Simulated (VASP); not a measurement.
Input of a VASP 6.6.1 run:

File INCAR:

```
PREC     = Accurate       # precision mode
ENCUT    = 520            # plane-wave cutoff, eV
EDIFF    = 1E-6           # SCF threshold, eV
ISMEAR   = -1             # smearing method
SIGMA    = 0.01           # smearing width, eV
LREAL    = F              # projectors in reciprocal space
LASPH    = T              # aspherical terms in the spheres
NELM     = 150            # most SCF steps
ALGO     = Normal         # electronic algorithm
ISIF     = 2              # what is computed and relaxed
LWAVE    = F              # write WAVECAR
LCHARG   = F              # write CHGCAR
LNONCOLLINEAR= T              # non-collinear magnetism
MAGMOM   = 0 0 0 0 0 0    # initial moments
LORBIT   = 11             # projections on sites
LSORBIT  = T              # spin-orbit coupling
GGA_COMPAT= F            
LORBMOM  = T            
GGA      = PS             # functional
NBANDS   = 30             # bands
```

KPOINTS

```
regular mesh
0
Gamma
  8 8 8
```

The input POSCAR:

```
GaAs
1.0
    2.7725643426      2.7725643426      0.0000000000
   -2.7725643426      2.7725643426      0.0000000000
    0.0000000000      2.7725643426      2.8794301293
Ga As
1 1
Direct
    0.0000000000      0.0000000000      0.0000000000
    0.7500000000      0.2500000000      0.5000000000
```

Potentials or basis: VASP PAW PBE potentials, release 64 (Ga_d, As).

Command:

```console
$ cat potpaw_PBE.64/Ga_d/POTCAR potpaw_PBE.64/As/POTCAR > POTCAR
$ mpirun -np 1 vasp_ncl > vasp.out
```

**Question.** Predict the net moment.

**Answer.** 0.00 μB per cell.

**Question.** Estimate the pressure.

**Answer.** 1.8 GPa.

Moments on the atoms (μB; x, y, z):
```
Ga  0.00 0.00 0.00
As  0.00 0.00 0.00
```

Caveat: the cell differs from its parent crystal (film at in-plane strain -0.02); the PAW data sets were made with another functional, which shifts forces and pressure a little.
